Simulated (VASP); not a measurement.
Set up this calculation in VASP 6.6.1, as the native input.

```yaml
Task: single point
Functional: PBE
Potentials_or_basis: VASP PAW PBE potentials, release 64 (Ag, Cl)
Cutoff: 500 eV
k_mesh: 6 × 6 × 6
Occupations: fermi-dirac, width 0.05 eV
Spin: no spin polarisation
Dipole_correction: no
Further_INCAR_settings: ALGO = Normal; EDIFF = 1e-06; NBANDS = 16
```

The structure of AgCl lies in POSCAR:

```
AgCl
1.0
    0.0000000000      2.7350000000      2.7350000000
    2.7350000000      0.0000000000      2.7350000000
    2.7350000000      2.7350000000      0.0000000000
Ag Cl
1 1
Direct
    0.0000000000      0.0000000000      0.0000000000
    0.5000000000      0.5000000000      0.5000000000
```

The input as run:

INCAR

```
SYSTEM = AgCl
PREC = Accurate
ENCUT = 500
EDIFF = 1E-6
ISMEAR = -1
SIGMA = 0.05
LREAL = .False.
LASPH = .True.
NELM = 120
ALGO = Normal
ISIF = 2
LWAVE = .False.
LCHARG = .True.
GGA = PE
LELF = .True.
LVHAR = .True.
NBANDS = 16
GGA_COMPAT = .False.
```

KPOINTS

```
regular mesh
0
Gamma
  6 6 6
  0 0 0
```

Potentials or basis: VASP PAW PBE potentials, release 64 (Ag, Cl).

Run with:

```console
$ cat potpaw_PBE.64/Ag/POTCAR potpaw_PBE.64/Cl/POTCAR > POTCAR
$ mpirun -np 1 vasp_std > vasp.out
```

It gave:

| Item | Value |
| --- | --- |
| Pressure | 3.8 GPa |
| Band gap on the k mesh | 0.90 eV (least direct gap 3.40 eV) |

Caveat: the cell stands under pressure.

Wall time 24 s on 1 thread of AMD EPYC 7R13, with other jobs on the host, peak memory 0.13 GiB.
